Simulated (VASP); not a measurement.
A run of VASP 6.6.1 is set up as follows.

File INCAR:

```
  ALGO = Normal
  EDIFF = 1E-7
  ENCUT = 520
  GGA = PE
  ISIF = 2
  ISMEAR = -1
  LASPH = True
  LCHARG = False
  LREAL = False
  LWAVE = False
  NBANDS = 18
  NELM = 80
  PREC = Accurate
  SIGMA = 0.15
```

KPOINTS

```
k-points
0
Gamma
  10 10 10
```

File POSCAR:

```
TiAl3
1.0
    3.9823283179      0.0000000000      0.0000000000
    0.0000000000      3.9823283179      0.0000000000
    0.0000000000      0.0000000000      3.9823283179
Ti Al
1 3
Direct
    0.0000000000      0.0000000000      0.0000000000
    0.5000000000      0.5000000000      0.0000000000
    0.5000000000      0.0000000000      0.5000000000
    0.0000000000      0.5000000000      0.5000000000
```

Potentials or basis: VASP PAW PBE potentials, release 64 (Ti_sv, Al).

Command:

```console
$ cat potpaw_PBE.64/Ti_sv/POTCAR potpaw_PBE.64/Al/POTCAR > POTCAR
$ mpirun -np 1 vasp_std > vasp.out
```

(1) Estimate the pressure.

(2) Estimate the band gap on the k mesh.

Answers

(1) 0.0 GPa.

(2) zero (an odd number of electrons rules out a gap without spin polarisation).
